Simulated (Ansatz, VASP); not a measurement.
**Ta2N in VASP and in Ansatz**

```
Ta N
1.0
     3.11875    0.00000    0.00000
    -1.55938    2.70092    0.00000
     0.00000    0.00000    4.88739
Ta N
2 1
Direct
  0.66667 0.33333 0.74637
  0.33333 0.66667 0.25363
  0.00000 0.00000 0.00000
```

Alike in both runs: task single point; functional PBEsol; k mesh 18 × 18 × 10; occupations gaussian, width 0.15 eV; no spin polarisation.

```csv
,VASP,Ansatz
version,VASP 6.6.1,Ansatz 0.2.0
potentials or method,"VASP PAW PBE potentials, release 64 (Ta_pv, N), cutoff 520 eV","scalar-relativistic, plane waves, PAW"
valence electrons in the cell,27,31
```

Ansatz gave:

```
gap on the k mesh at the Fermi level (eV)                     : none
pressure (GPa)                                                : -10.9
traceless stress, the component that is largest in VASP (GPa) : -0.06
rms of the force components (eV/Å)                            : 0.105
```

Problem. Estimate VASP's values.

Solution. gap on the k mesh at the Fermi level (eV): none; pressure (GPa): -10.4; traceless stress, the component that is largest in VASP (GPa): -0.15; rms of the force components (eV/Å): 0.082.

VASP's potentials were made for PBE, not for PBEsol, and Ansatz warns of the same on its side. Atom by atom the forces differ by 0.022 eV/Å (rms over components). A gap of «none» marks a metal or a gap that the smearing closes. With one functional, cell and mesh, what is left measures potentials, basis and numerics. VASP's potentials hold 27 valence electrons a cell and Ansatz's 31, so a difference there can come from the potentials and not from the codes.

Spin-orbit coupling is off throughout.
